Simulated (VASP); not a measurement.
A run of VASP 6.6.1:

Contents of INCAR:

```
SYSTEM = P
PREC = Accurate
ENCUT = 520
EDIFF = 1E-7
ISMEAR = 0
SIGMA = 0.05
LREAL = .False.
LASPH = .True.
NELM = 100
ALGO = Normal
ISIF = 2
LWAVE = .False.
LCHARG = .False.
LDIPOL = .True.
IDIPOL = 3
DIPOL = 0.5 0.5 0.390
GGA = PE
IVDW = 12
NBANDS = 30
```

File KPOINTS:

```
Automatic mesh
0
Gamma
  8 6 1
  0 0 0
```

File POSCAR:

```
P
1.0
    3.2961869629      0.0000000000      0.0000000000
    0.0000000000      4.4391557027      0.0000000000
    0.0000000000      0.0000000000     21.7461973615
P
8
Direct
    0.5000000000      0.9174951453      0.2069327306
    0.0000000000      0.5825048547      0.2069327306
    0.5000000000      0.0825048547      0.3045635322
    0.0000000000      0.4174951453      0.3045635322
    0.6250000000      0.3325048547      0.4751680723
    1.1250000000      0.6674951453      0.4751680723
    0.6250000000      1.1674951453      0.5727988740
    1.1250000000      0.8325048547      0.5727988740
```

Potentials or basis: VASP PAW PBE potentials, release 64 (P).

Command:

```console
$ cat potpaw_PBE.64/P/POTCAR > POTCAR
$ mpirun -np 1 vasp_std > vasp.out
```

Hardware: 1 thread of AMD EPYC 7R43 64-Core Processor (Zen 3) (shared host).

Question: How long does it take, and how much memory?

Answer: Run time: 9.2 min on 1 thread of AMD EPYC 7R43 64-Core Processor (Zen 3) (shared host), peak memory 0.42 GiB. Counts: scf iterations 24, k points 26.
